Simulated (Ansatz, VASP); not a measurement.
One calculation of In, two programs

The input INCAR:

```
SYSTEM = In
  ALGO = Normal
  DIPOL = 0.5 0.5 0.500
  EDIFF = 1E-6
  ENCUT = 520
  GGA = PE
  IDIPOL = 3
  ISIF = 2
  ISMEAR = -1
  LASPH = .TRUE.
  LCHARG = .FALSE.
  LDIPOL = .TRUE.
  LREAL = .FALSE.
  LWAVE = .FALSE.
  NBANDS = 54
  NELM = 60
  PREC = Accurate
  SIGMA = 0.05
```

Contents of KPOINTS:

```
k-points
0
G
  9 9 1
  0 0 0
```

The input POSCAR:

```
In
1.0
    3.3392736332      0.0000000000      0.0000000000
   -1.6696368166      2.8918957965      0.0000000000
    0.0000000000      0.0000000000     31.4149265000
In
7
Direct
    0.6666666667      0.3333333333      0.2387400142
    0.0000000000      0.0000000000      0.3254591426
    0.6666666667      0.3333333333      0.4127295713
    0.3333333333      0.6666666667      0.5000000000
    0.6666666667      0.3333333333      0.5867191283
    0.3333333333      0.6666666667      0.6739895570
    0.0000000000      0.0000000000      0.7612599858
```

File input.yaml:

```yaml
crystal:
  lattice:
    - [3.3392736332, 0.0, 0.0]
    - [-1.6696368166, 2.8918957965, 0.0]
    - [0.0, 0.0, 31.4149265]
  atoms:
    - { symbol: In, position: [0.6666666667, 0.3333333333, 0.2387400142] }
    - { symbol: In, position: [0.0, 0.0, 0.3254591426] }
    - { symbol: In, position: [0.6666666667, 0.3333333333, 0.4127295713] }
    - { symbol: In, position: [0.3333333333, 0.6666666667, 0.5] }
    - { symbol: In, position: [0.6666666667, 0.3333333333, 0.5867191283] }
    - { symbol: In, position: [0.3333333333, 0.6666666667, 0.673989557] }
    - { symbol: In, position: [0.0, 0.0, 0.7612599858] }
hamiltonian:
  xc: pbe
  pseudopotentials: { kind: paw }
kpoints:
  mp_grid: { grid: [9, 9, 1] }
scf:
  occupations: { method: fermi_dirac, width: 0.05 }
output:
  forces: true
  eigenvalues: true
efield:
  axis: 3
  dipole_correction: true
  ramp_width: 0.04
```

Alike in both runs: task single point; functional PBE; k mesh 9 × 9 × 1; occupations fermi-dirac, width 0.05 eV; no spin polarisation.

|  | VASP | Ansatz |
| --- | --- | --- |
| version | VASP 6.6.1 | Ansatz 0.2.0 |
| potentials or method | VASP PAW PBE potentials, release 64 (In_d) | Ansatz PAW |
| plane-wave cutoff (eV) | 520 | 420 |
| valence electrons in the cell | 91 | 91 |

```csv
,VASP,Ansatz,Ansatz less VASP
gap on the k mesh at the Fermi level (eV),none,none,-
rms of the force components (eV/Å),0.045,0.045,-0.0002
```

Atom by atom the forces differ by 0.000 eV/Å (rms over components). A gap of «none» marks a metal or a gap that the smearing closes.
